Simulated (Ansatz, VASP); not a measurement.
KF in VASP and in Ansatz

```
K F
1.0
     2.45959    0.00000    0.00000
     0.00000    2.45959    0.00000
     0.00000    0.00000    2.45959
K F
1 1
Cartesian
  0.0000 0.0000 0.0000
  1.2298 1.2298 1.2298
```

Change from the starting cell: volume scaled by 0.43, LAPW.

Alike in both runs: task single point; functional PBE; k mesh 14 × 14 × 14; occupations fermi-dirac, width 0.05 eV; no spin polarisation.

```csv
,VASP,Ansatz
version,VASP 6.6.1,Ansatz 0.2.0
potentials or method,"VASP PAW PBE potentials, release 64 (K_sv, F), cutoff 520 eV","all-electron LAPW, scalar-relativistic"
```

Ansatz gave:

* gap on the k mesh at the Fermi level (eV): 6.90
* pressure (GPa): 215.0

**Question.** What did VASP give for the same quantities?

**Answer.** gap on the k mesh at the Fermi level (eV): 6.86; pressure (GPa): 225.3.

Both programs put the cell under a high pressure, so it lies far from rest at this level. Ansatz ran all-electron here, and VASP with PAW potentials.

Noted on VASP's run: the cell as given lies far from equilibrium.
